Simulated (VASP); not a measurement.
## KF: single point with PBE+D3(BJ)

The system is KF.

```
K F
1.0
     0.00000    2.67320    2.67320
     2.67320    0.00000    2.67320
     2.67320    2.67320    0.00000
K F
1 1
Direct
  0.00000 0.00000 0.00000
  0.50000 0.50000 0.50000
```

```
Program             : VASP 6.6.1
Task                : single point
Functional          : PBE
Dispersion          : D3(BJ)
Potentials or basis : VASP PAW PBE potentials, release 64 (K_sv, F)
Cutoff              : 600 eV
k mesh              : 8 × 8 × 8
Occupations         : gaussian, width 0.02 eV
Spin                : no spin polarisation
```

```
Pressure                   : 0.0 GPa
Band gap on the k mesh     : 6.16 eV
Dispersion energy per atom : -0.158 eV
```

Levels at points of the mesh, in eV from the valence-band top:
```csv
k point,band 4,band 5,band 6,band 7,band 8,band 9,band 10,band 11,band 12,band 13
"(0.00, 0.00, 0.00)",-9.39,-9.39,0.00,0.00,0.00,6.16,10.68,10.68,10.68,12.35
"(0.50, 0.00, 0.00)",-9.43,-9.43,-0.79,-0.35,-0.35,9.06,10.60,12.07,12.07,14.29
"(0.50, 0.50, 0.00)",-9.60,-9.60,-0.21,-0.06,-0.06,8.20,10.30,11.80,13.61,14.22
```

Wall time 18 s on 1 thread of Intel(R) Xeon(R) Platinum 8559C (Emerald Rapids) (shared host), peak memory 0.18 GiB.

A k mesh can miss the band edges.
